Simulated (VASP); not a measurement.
Input of a VASP 6.6.1 run:

INCAR

```
SYSTEM = CdSe
PREC     = Accurate       ! precision mode
ENCUT    = 520            ! plane-wave cutoff, eV
EDIFF    = 1E-7           ! SCF threshold, eV
ISMEAR   = -1             ! smearing method
SIGMA    = 0.05           ! smearing width, eV
LREAL    = .False.        ! projectors in reciprocal space
LASPH    = .True.         ! aspherical terms in the spheres
NELM     = 100            ! most SCF steps
ALGO     = Normal         ! electronic algorithm
ISIF     = 2              ! what is computed and relaxed
LWAVE    = .False.        ! write WAVECAR
LCHARG   = .False.        ! write CHGCAR
GGA      = B5             ! functional
ALDAX    = 1.0          
AGGAX    = 1.0          
AGGAC    = 1.0          
ALDAC    = 0.0          
NBANDS   = 16             ! bands
```

Contents of KPOINTS:

```
Automatic mesh
0
Gamma
  8 8 8
  0 0 0
```

Contents of POSCAR:

```
CdSe
1.0
    0.0000000000      3.0702711986      3.0702711986
    3.0702711986      0.0000000000      3.0702711986
    3.0702711986      3.0702711986      0.0000000000
Cd Se
1 1
Direct
    0.0000000000      0.0000000000      0.0000000000
    0.2500000000      0.2500000000      0.2500000000
```

Potentials or basis: VASP PAW PBE potentials, release 64 (Cd, Se).

Command:

```console
$ cat potpaw_PBE.64/Cd/POTCAR potpaw_PBE.64/Se/POTCAR > POTCAR
$ mpirun -np 1 vasp_std > vasp.out
```

Problem. What does it give for the band gap on the k mesh?

Solution. 0.50 eV, direct.

Problem. Estimate the pressure.

Solution. 4.4 GPa.

Caveat: the PAW data sets were made with another functional, which shifts forces and pressure a little. BLYP gaps usually lie below the measured ones, often by a third to a half.
